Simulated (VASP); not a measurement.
# HfMgO (P4/mmm) in VASP: single point with PBE

Aim: the single point of HfMgO with PBE.

All numbers are computed with VASP 6.6.1; they aren't measurements. Logs are shortened: lines on timing, memory, paths and dates and some standing lists are left out, and cuts for length are marked.

**1. The cell of the first run**

Symmetry: P4/mmm, No. 123, tetragonal system. The conventional cell has a = 3.472 Å, b = 3.472 Å, c = 3.543 Å, α = 90.00°, β = 90.00°, γ = 90.00°. Within 2.4 Å of Mg (site symmetry 4/mmm) lie 2 O at 1.77 Å. Within 3.2 Å of Hf (site symmetry 4/mmm) lie 4 O at 2.45 Å and 8 Mg at 3.03 Å. Within 2.4 Å of O (site symmetry 4/mmm) lie 2 Mg at 1.77 Å.

**2. Single point, PBE**

The input, INCAR:

```
PREC = Accurate
ENCUT = 520
EDIFF = 1E-6
ISMEAR = 0
SIGMA = 0.1
LREAL = F
LASPH = T
NELM = 80
ALGO = Normal
ISIF = 2
LWAVE = F
LCHARG = F
GGA = PE
NBANDS = 16
```

The input, KPOINTS:

```
regular mesh
0
Gamma
  6 6 6
```

The input, POSCAR:

```
HfMgO
1.0
    3.4716676800      0.0000000000      0.0000000000
    0.0000000000      3.4716676800      0.0000000000
    0.0000000000      0.0000000000      3.5430491100
Mg Hf O
1 1 1
Direct
    0.5000000000      0.5000000000      0.5000000000
    0.0000000000      0.0000000000      0.0000000000
    0.5000000000      0.5000000000      0.0000000000
```

Potentials or basis: VASP PAW PBE potentials, release 64 (Mg, Hf_pv, O).

Command:

```sh
$ cat potpaw_PBE.64/Mg/POTCAR potpaw_PBE.64/Hf_pv/POTCAR potpaw_PBE.64/O/POTCAR > POTCAR
$ mpirun -np 1 vasp_std > vasp.out
```

OUTCAR:

```text
PREC = Accurate
   ENCUT = 520
   EDIFF = 1E-6
   ISMEAR = 0
   LREAL = F
   LASPH = T
   NELM = 80
   ISIF = 2
   GGA = PE

 ion  position               nearest neighbor table
   1  0.500  0.500  0.500-   3 1.77   3 1.77   2 3.03   2 3.03   2 3.03   2 3.03   2 3.03   2 3.03
                             2 3.03   2 3.03
   2  0.000  0.000  0.000-   3 2.45   3 2.45   3 2.45   3 2.45   1 3.03   1 3.03   1 3.03   1 3.03
                             1 3.03   1 3.03   1 3.03   1 3.03
   3  0.500  0.500  0.000-   1 1.77   1 1.77   2 2.45   2 2.45   2 2.45   2 2.45

  LATTYP: Found a simple tetragonal cell.
 ALAT       =     3.4716676800
 C/A-ratio  =     1.0205611356

  Lattice vectors:

 A1 = (   3.4716676800,   0.0000000000,   0.0000000000)
 A2 = (   0.0000000000,   3.4716676800,   0.0000000000)
 A3 = (   0.0000000000,   0.0000000000,   3.5430491100)

Analysis of symmetry for initial positions (statically):
=====================================================================
 Subroutine PRICEL returns:
 Original cell was already a primitive cell.

 Routine SETGRP: Setting up the symmetry group for a
 simple tetragonal supercell.

 Subroutine GETGRP returns: Found 16 space group operations
 (whereof 16 operations were pure point group operations)
 out of a pool of 16 trial point group operations.

The static configuration has the point symmetry D_4h.

Analysis of symmetry for dynamics (positions and initial velocities):
=====================================================================
 Subroutine PRICEL returns:
 Original cell was already a primitive cell.

 Routine SETGRP: Setting up the symmetry group for a
 simple tetragonal supercell.

 Subroutine GETGRP returns: Found 16 space group operations
 (whereof 16 operations were pure point group operations)
 out of a pool of 16 trial point group operations.

The dynamic configuration has the point symmetry D_4h.

 Subroutine INISYM returns: Found 16 space group operations
 (whereof 16 operations are pure point group operations),
 and found     1 'primitive' translations

----------------------------------------------------------------------------------------

                                     Primitive cell

  volume of cell :      42.7025

  direct lattice vectors                    reciprocal lattice vectors
     3.471667680  0.000000000  0.000000000     0.288046003  0.000000000  0.000000000
     0.000000000  3.471667680  0.000000000     0.000000000  0.288046003  0.000000000
     0.000000000  0.000000000  3.543049110     0.000000000  0.000000000  0.282242771

  length of vectors
     3.471667680  3.471667680  3.543049110     0.288046003  0.288046003  0.282242771

  position of ions in fractional coordinates (direct lattice)
     0.500000000  0.500000000  0.500000000
     0.000000000  0.000000000  0.000000000
     0.500000000  0.500000000  0.000000000

  ion indices of the primitive-cell ions
   primitive index   ion index
                 1           1
                 2           2
                 3           3

----------------------------------------------------------------------------------------

 KPOINTS: regular mesh

Automatic generation of k-mesh.
 Grid dimensions read from file:
 generate k-points for:    6    6    6

 Generating k-lattice:

  Cartesian coordinates                     Fractional coordinates (reciprocal lattice)
     0.048007667  0.000000000  0.000000000     0.166666667  0.000000000  0.000000000
     0.000000000  0.048007667  0.000000000     0.000000000  0.166666667  0.000000000
     0.000000000  0.000000000  0.047040462     0.000000000  0.000000000  0.166666667

  Length of vectors
     0.048007667  0.048007667  0.047040462

  Shift w.r.t. Gamma in fractional coordinates (k-lattice)
     0.000000000  0.000000000  0.000000000

 Subroutine IBZKPT returns following result:
 ===========================================

 Found     40 irreducible k-points:

 Following reciprocal coordinates:
            Coordinates               Weight
  0.000000  0.000000  0.000000      1.000000
  0.166667  0.000000  0.000000      4.000000
  0.333333  0.000000  0.000000      4.000000
  0.500000  0.000000  0.000000      2.000000
  0.166667  0.166667  0.000000      4.000000
  0.333333  0.166667  0.000000      8.000000
[... 16 lines left out ...]
  0.333333  0.000000  0.333333      8.000000
  0.500000  0.000000  0.333333      4.000000
 [... further k-points ...]
   k-points           NKPTS =     40   k-points in BZ     NKDIM =     40   number of bands    NBANDS=     16
   number of dos      NEDOS =    301   number of ions     NIONS =      3
   total plane-waves  NPLWV =  21952
   dimension x,y,z NGX =    28 NGY =   28 NGZ =   28
   dimension x,y,z NGXF=    56 NGYF=   56 NGZF=   56
   ions per type =               1   1   1
   NGX,Y,Z   is equivalent  to a cutoff of  13.41, 13.41, 13.14 a.u.
   NGXF,Y,Z  is equivalent  to a cutoff of  26.82, 26.82, 26.28 a.u.
 SYSTEM =  unknown system
   PREC   = accura    normal or accurate (medium, high low for compatibility)
   ISTART =      0    job   : 0-new  1-cont  2-samecut
   ICHARG =      2    charge: 1-file 2-atom 10-const
   ISPIN  =      1    spin polarized calculation?
   LNONCOLLINEAR =      F non collinear calculations
   LSORBIT =      F    spin-orbit coupling
   LASPH  =      T    aspherical Exc in radial PAW
   ENCUT  =  520.0 eV  38.22 Ry    6.18 a.u.   6.46  6.46  6.59*2*pi/ulx,y,z
   NELM   =     80;   NELMIN=  2; NELMDL= -5     # of ELM steps
   EDIFF  = 0.1E-05   stopping-criterion for ELM
   LREAL  =      F    real-space projection
   EDIFFG = 0.1E-04   stopping-criterion for IOM
   NSW    =      0    number of steps for IOM
   IBRION =     -1    ionic relax: 0-MD 1-quasi-New 2-CG
   NFREE  =      0    steps in history (QN), initial steepest desc. (CG)
   ISIF   =      2    stress and relaxation
   ISYM   =      2    0-nonsym 1-usesym 2-fastsym
   POTIM  = 0.5000    time-step for ionic-motion
   TEBEG  =    0.0;   TEEND  =   0.0 temperature during run
   PSTRESS=    0.0 pullay stress
   NELECT =      18.0000    total number of electrons
   NUPDOWN=      -1.0000    fix difference up-down
   EMIN   =  10.00;   EMAX   =-10.00  energy-range for DOS
   EFERMI =   0.00;   METHOD = LEGACY
   ISMEAR =     0;   SIGMA  =   0.10  broadening in eV -4-tet -1-fermi 0-gaus
   EFERMI_NEDOS =   21; number of points for ismear=-14 and -15
   IALGO  =     38    algorithm
   IMIX   =      4    mixing-type and parameters
     AMIX     =   0.40;   BMIX     =  1.00
     AMIX_MAG =   1.60;   BMIX_MAG =  1.00
  volume/ion in A,a.u.               =      14.23        96.06
  Fermi-wavevector in a.u.,A,eV,Ry     =   1.227480  2.319601 20.500003  1.506708
  Thomas-Fermi vector in A             =   2.362442
   LORBIT       =      0    0 simple, 1 ext, 2 COOP (PROOUT), +10 PAW based schemes
   GGA     = PE    functional components
   LHFCALC =     F    Hartree Fock is set to
   AEXX    =    0.0000 exact exchange contribution
   IVDW    =     0    specifies the selected vdW correction
   LEPSILON=     F    determine dielectric tensor
   LRPA    =     F    only Hartree local field effects (RPA)
 non-spin polarized calculation
 Gauss-broadening in eV      SIGMA  =   0.10
  energy-cutoff  :      520.00
  volume of cell :       42.70
 maximum number of plane-waves:      1173
 NGX is ok and might be reduce to    28
   NGX = 13   NGY = 13   NGZ = 13

 number of electron      18.0000000 magnetization

 Free energy of the ion-electron system (eV)
  ---------------------------------------------------
  ext. energy  EPLUGINS =         0.00000000
  ---------------------------------------------------
  free energy    TOTEN  =       -19.43415899 eV

  energy without entropy =      -19.42865768  energy(sigma->0) =      -19.43140834

 E-fermi :   5.7795     XC(G=0): -11.0439

 val. band max:        5.7762943614   @ k =   0.1667   0.0000   0.5000
 cond. band min:       5.8285996997   @ k =   0.1667   0.1667   0.3333
 fundamental gap:      0.0523053383
 Fermi energy:         5.7795253202

 k-point     1 :       0.0000    0.0000    0.0000
  band No.  band energies     occupation
      1     -26.1005      2.00000
      2     -26.1005      2.00000
      3     -25.8385      2.00000
      4     -15.1430      2.00000
      5      -0.2535      2.00000
      6       0.1389      2.00000
[... 8 lines left out ...]
     15      13.5291      0.00000
     16      14.4097      0.00000

 k-point     2 :       0.1667    0.0000    0.0000
  band No.  band energies     occupation
      1     -26.1581      2.00000
      2     -26.0944      2.00000
      3     -25.8345      2.00000
      4     -15.0312      2.00000
      5      -0.9811      2.00000
      6      -0.2875      2.00000
[... 8 lines left out ...]
     15      13.6579      0.00000
     16      14.1667      0.00000

 k-point     3 :       0.3333    0.0000    0.0000
  band No.  band energies     occupation
      1     -26.2709      2.00000
      2     -26.0824      2.00000
      3     -25.8266      2.00000
      4     -14.8047      2.00000
      5      -2.1060      2.00000
      6      -0.7225      2.00000
[... 8 lines left out ...]
     15      13.5222      0.00000
     16      13.9706      0.00000

 k-point     4 :       0.5000    0.0000    0.0000
  band No.  band energies     occupation
      1     -26.3261      2.00000
      2     -26.0763      2.00000
      3     -25.8226      2.00000
      4     -14.6894      2.00000
      5      -2.5453      2.00000
      6      -0.9598      2.00000
[... 8 lines left out ...]
     15      13.1841      0.00000
     16      14.1846      0.00000

 k-point     5 :       0.1667    0.1667    0.0000
  band No.  band energies     occupation
      1     -26.1577      2.00000
      2     -26.1414      2.00000
      3     -25.8306      2.00000
      4     -14.9606      2.00000
      5      -1.3684      2.00000
      6      -0.3311      2.00000
[... 8 lines left out ...]
     15      11.8828      0.00000
     16      14.3513      0.00000

 k-point     6 :       0.3333    0.1667    0.0000
  band No.  band energies     occupation
      1     -26.2581      2.00000
      2     -26.1319      2.00000
      3     -25.8227      2.00000
      4     -14.8217      2.00000
      5      -1.9411      2.00000
      6      -0.7117      2.00000
[... 8 lines left out ...]
     15      12.0423      0.00000
     16      14.5390      0.00000
[... 267 lines left out ...]
 k-point    21 :       0.0000    0.0000    0.3333
  band No.  band energies     occupation
      1     -26.0924      2.00000
      2     -26.0924      2.00000
      3     -25.9409      2.00000
      4     -14.9355      2.00000
      5      -1.5878      2.00000
      6       0.1632      2.00000
[... 8 lines left out ...]
     15      12.4631      0.00000
     16      16.5598      0.00000

 k-point    22 :       0.1667    0.0000    0.3333
  band No.  band energies     occupation
      1     -26.1485      2.00000
      2     -26.0863      2.00000
      3     -25.9358      2.00000
      4     -14.8282      2.00000
      5      -1.5830      2.00000
      6      -0.6202      2.00000
[... 8 lines left out ...]
     15      13.0550      0.00000
     16      15.9262      0.00000

 k-point    23 :       0.3333    0.0000    0.3333
  band No.  band energies     occupation
      1     -26.2583      2.00000
      2     -26.0741      2.00000
      3     -25.9255      2.00000
      4     -14.6107      2.00000
      5      -1.7943      2.00000
      6      -1.4918      2.00000
[... 8 lines left out ...]
     15      12.9585      0.00000
     16      15.4568      0.00000

 k-point    24 :       0.5000    0.0000    0.3333
  band No.  band energies     occupation
      1     -26.3120      2.00000
      2     -26.0681      2.00000
      3     -25.9204      2.00000
      4     -14.4999      2.00000
      5      -2.2005      2.00000
      6      -1.5233      2.00000
[... 8 lines left out ...]
     15      12.1015      0.00000
     16      14.8357      0.00000

 [... further k-points ...]

------------------------ aborting loop because EDIFF is reached ----------------------------------------

  FORCE on cell =-STRESS in cart. coord.  units (eV):
  Direction    XX          YY          ZZ          XY          YZ          ZX
  --------------------------------------------------------------------------------------
  -------------------------------------------------------------------------------------
  Total       -2.1828479     -2.1828479     12.5190157      0.0000000      0.0000000      0.0000000
  in kB      -81.8993743    -81.8993743    469.7072901      0.0000000      0.0000000      0.0000000
  external PRESSURE =     101.9695138 kB  Pullay stress =       0.0000000 kB

 VOLUME and BASIS-vectors are now :
 -----------------------------------------------------------------------------
  energy-cutoff  :      520.00
  volume of cell :       42.70
      direct lattice vectors                 reciprocal lattice vectors
     3.471667680  0.000000000  0.000000000     0.288046003  0.000000000  0.000000000
     0.000000000  3.471667680  0.000000000     0.000000000  0.288046003  0.000000000
     0.000000000  0.000000000  3.543049110     0.000000000  0.000000000  0.282242771

 POSITION                                       TOTAL-FORCE (eV/Angst)
 -----------------------------------------------------------------------------------
      1.73583      1.73583      1.77152         0.000000      0.000000      0.000000
      0.00000      0.00000      0.00000         0.000000      0.000000      0.000000
      1.73583      1.73583      0.00000         0.000000      0.000000      0.000000
 -----------------------------------------------------------------------------------
    total drift:                                0.000000      0.000000     -0.000000

  FREE ENERGIE OF THE ION-ELECTRON SYSTEM (eV)
  ---------------------------------------------------
  free  energy   TOTEN  =       -19.4341589908 eV

  energy  without entropy=      -19.4286576793  energy(sigma->0) =      -19.43140834
```

Wall time 20 s (1 thread of Intel Xeon Platinum 8259CL at 2.50GHz (Skylake/Cascade Lake), shared host); peak memory 0.18 GiB.

Results:

- Free energy: -19.4342 eV
- Pressure: 10.2 GPa
- Band gap on the k mesh: zero (band 9 reaches 6.74 eV, above the bottom of band 10 at 5.01 eV)

Stress tensor (GPa, compression positive):
```
-8.19  0.00  0.00
 0.00 -8.19  0.00
 0.00  0.00 46.97
```

Caveat: spin-orbit coupling is left out, which moves the levels of the heavy elements.
